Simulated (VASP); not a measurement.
Set up this calculation in VASP 6.6.1, as the native input.

| Property | Result |
| --- | --- |
| Task | relaxation of cell and atoms |
| Functional | PBE |
| Potentials or basis | VASP PAW PBE potentials, release 64 (Zr_sv) |
| Cutoff | 600 eV |
| k mesh | 9 × 9 × 4 |
| Occupations | gaussian, width 0.1 eV |
| Spin | no spin polarisation |
| Target pressure | 5.34 GPa |
| Dipole correction | no |
| Further INCAR settings | ALGO = Normal; EDIFF = 1e-06; IBRION = 2; EDIFFG = -0.05; NSW = 80; ISIF = 3 |

The structure of Zr lies in POSCAR:

```
Zr
1.0
    3.2320000000      0.0000000000      0.0000000000
   -1.6160000000      2.7989941050      0.0000000000
    0.0000000000      0.0000000000      5.1470000000
Zr
2
Direct
    0.3333333333      0.6666666667      0.2500000000
    0.6666666667      0.3333333333      0.7500000000
```

One way to write it, as run:

INCAR

```
ALGO     = Normal         # electronic algorithm
EDIFF    = 1E-6           # SCF threshold, eV
EDIFFG   = -0.05          # ionic threshold
ENCUT    = 600            # plane-wave cutoff, eV
GGA      = PE             # functional
IBRION   = 2              # ionic algorithm
ISIF     = 3              # what is computed and relaxed
ISMEAR   = 0              # smearing method
LASPH    = T              # aspherical terms in the spheres
LCHARG   = F              # write CHGCAR
LREAL    = F              # projectors in reciprocal space
LWAVE    = F              # write WAVECAR
NELM     = 80             # most SCF steps
NSW      = 80             # ionic steps
PREC     = Accurate       # precision mode
PSTRESS  = 53.4         
SIGMA    = 0.1            # smearing width, eV
```

KPOINTS

```
k-points
0
Gamma
  9 9 4
```

Potentials or basis: VASP PAW PBE potentials, release 64 (Zr_sv).

Run with:

```bash
$ cat potpaw_PBE.64/Zr_sv/POTCAR > POTCAR
$ mpirun -np 1 vasp_std > vasp.out
```

It gave:

- Relaxed volume: 22.27 Å³/atom
- Relaxed cell: a = 3.184 Å, b = 3.184 Å, c = 5.072 Å, α = 90.00°, β = 90.00°, γ = 120.00°
- Space group after relaxing (to 0.05 Å): P6_3/mmc (No. 194)
- Energy change on relaxing (the enthalpy is what falls): +18.0 meV/atom
- Ionic steps: 3
- Pressure after relaxing: 5.3 GPa
- Band gap on the k mesh: zero (band 12 reaches 10.36 eV, above the bottom of band 13 at 9.45 eV)

Caveat: the cell is relaxed towards a set pressure, so the enthalpy falls and the energy may rise.

It took 47 s on 1 thread of Intel(R) Xeon(R) 6975P-C (Granite Rapids) (shared host), peak memory 0.2 GiB.
